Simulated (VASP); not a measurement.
LaS, 2 atoms in the cell. Symmetry: Fm-3m, No. 225, cubic system. The conventional cell has a = 5.805 Å, b = 5.805 Å, c = 5.805 Å, α = 90.00°, β = 90.00°, γ = 90.00°. Within 3.8 Å of La (site symmetry m-3m) lie 6 S at 2.90 Å. S (site symmetry m-3m) has 6 La at 2.90 Å within 3.8 Å. 

| Quantity | Value |
| --- | --- |
| Program | VASP 6.6.1 |
| Task | vibrations by perturbation theory |
| Functional | PBEsol |
| Potentials or basis | VASP PAW PBE potentials, release 64 (La, S) |
| Cutoff | 520 eV |
| k mesh | 10 × 10 × 10 |
| Occupations | gaussian, width 0.15 eV |
| Spin | no spin polarisation |
| Dipole correction | no |
| Further INCAR settings | ALGO = Normal; EDIFF = 1e-08; NBANDS = 16; IBRION = 8; NSW = 1 |

Potentials or basis: VASP PAW PBE potentials, release 64 (La, S).

Command:

```sh
$ cat potpaw_PBE.64/La/POTCAR potpaw_PBE.64/S/POTCAR > POTCAR
$ mpirun -np 1 vasp_std > vasp.out
```

Hardware: 1 thread of AMD EPYC 7R13, with other jobs on the host.

Task: Estimate the wall time of this run.

Result: It took 17 min on 1 thread of AMD EPYC 7R13, with other jobs on the host, peak memory 0.33 GiB. Counts: scf iterations 71, k points 47.
